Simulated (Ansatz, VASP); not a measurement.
Te in VASP and in Ansatz

POSCAR

```
Te
1.0
   -1.9987202028      1.9987202028      1.9987202028
    1.9987202028     -1.9987202028      1.9987202028
    1.9987202028      1.9987202028     -1.9987202028
Te
1
Direct
    0.0000000000      0.0000000000      0.0000000000
```

File INCAR.step1:

```
PREC = Accurate ; ENCUT = 520
ISMEAR = -1 ; SIGMA = 0.1
LREAL = False ; LASPH = True
NELM = 60 ; NBANDS = 9
GGA = PE ; ALGO = Normal
EDIFF = 1E-4 ; LWAVE = True
LCHARG = False
```

File INCAR.step2:

```
PREC = Accurate ; ENCUT = 520
EDIFF = 1E-6 ; ISMEAR = -1
SIGMA = 0.1 ; LREAL = False
LASPH = True ; NELM = 60
ALGO = Normal ; ISIF = 2
LWAVE = False ; LCHARG = False
METAGGA = R2SCAN ; LMIXTAU = True
NBANDS = 9 ; ISTART = 1
```

File KPOINTS:

```
Automatic mesh
0
Gamma
  13 13 13
```

Input for Ansatz:

```yaml
crystal:
  lattice:
    - [-1.9987202028, 1.9987202028, 1.9987202028]
    - [1.9987202028, -1.9987202028, 1.9987202028]
    - [1.9987202028, 1.9987202028, -1.9987202028]
  atoms:
    - { symbol: Te, position: [0.0, 0.0, 0.0] }
hamiltonian:
  xc: r2scan
  pseudopotentials:
    kind: paw
    azcp:
      Te: "pseudopotentials/Te.paw.azcp"
basis:
  ecutwfc: 500
  fft_grid_basis: typed
kpoints:
  mp_grid: { grid: [13, 13, 13], shift: [0, 0, 0] }
magnetization:
  spin_polarized: false
scf:
  occupations: { method: fermi_dirac, width: 0.1 }
  lower_state_search: "off"
output:
  stress: true
```

Alike in both runs: task single point; functional r2SCAN; k mesh 13 × 13 × 13; occupations fermi-dirac, width 0.1 eV; no spin polarisation.

|  | VASP | Ansatz |
| --- | --- | --- |
| version | VASP 6.6.1 | Ansatz 0.2.0 |
| potentials or method | VASP PAW PBE potentials, release 64 (Te), cutoff 520 eV | plane waves (500 eV) with PAW, scalar-relativistic |
| valence electrons in the cell | 6 | 16 |

```csv
,VASP,Ansatz,Ansatz less VASP
pressure (GPa),-5.0,-4.9,+0.06
```

VASP's potentials were made for PBE, not for r2SCAN. The functional is the same, so the differences come from potentials, cutoffs and numerics. VASP's potentials hold 6 valence electrons a cell and Ansatz's 16, so a difference there can come from the potentials and not from the codes.

Spin-orbit coupling is off throughout.
